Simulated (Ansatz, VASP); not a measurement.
Mo: VASP beside Ansatz

```
CELL_PARAMETERS angstrom
-1.58138 1.58138 1.58138
1.58138 -1.58138 1.58138
1.58138 1.58138 -1.58138
ATOMIC_POSITIONS crystal
Mo 0.00000 0.00000 0.00000
```

Alike in both runs: task single point; functional PBE; k mesh 14 × 14 × 14; occupations gaussian, width 0.2 eV; no spin polarisation.

|  | VASP | Ansatz |
| --- | --- | --- |
| version | VASP 6.6.1 | Ansatz 0.2.0 |
| potentials or method | VASP PAW PBE potentials, release 64 (Mo_sv), cutoff 520 eV | plane waves (420 eV) with PAW, scalar-relativistic |
| valence electrons in the cell | 14 | 14 |

Ansatz gave:

| Quantity | Value |
| --- | --- |
| pressure (GPa) | 0.0 |

Q: Estimate VASP's values.

A: Pressure (GPa): 0.5.

The functional is the same, so the differences come from potentials, cutoffs and numerics.
